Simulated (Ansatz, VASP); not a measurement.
Ag in VASP and in Ansatz

```
Ag
1.0
     2.93000    0.00000    0.00000
    -1.46500    2.53745    0.00000
     0.00000    0.00000    4.79000
Ag
2
Direct
  0.33333 0.66667 0.25000
  0.66667 0.33333 0.75000
```

Alike in both runs: task electric field gradients; functional PBE; k mesh 10 × 10 × 5; occupations fermi-dirac, width 0.03 eV; no spin polarisation.

|  | VASP | Ansatz |
| --- | --- | --- |
| version | VASP 6.6.1 | Ansatz 0.2.0 |
| potentials or method | VASP PAW PBE potentials, release 64 (Ag) | PAW with Ansatz's default frozen-core files, scalar-relativistic |
| plane-wave cutoff (eV) | 520 | 420 |
| valence electrons in the cell | 22 | 38 |

Ansatz gave:

| Item | Value |
| --- | --- |
| pressure (GPa) | 0.7 |
| traceless stress, the component that is largest in VASP (GPa) | -0.38 |
| size of Vzz on the site where it differs most (V/Å²) | 2.1 |

Task: What did VASP give for the same quantities?

Result: Pressure (GPa): 0.6; traceless stress, the component that is largest in VASP (GPa): -0.38; size of Vzz on the site where it differs most (V/Å²): 1.7.

VASP's potentials hold 22 valence electrons a cell and Ansatz's 38, so a difference there can come from the potentials and not from the codes.
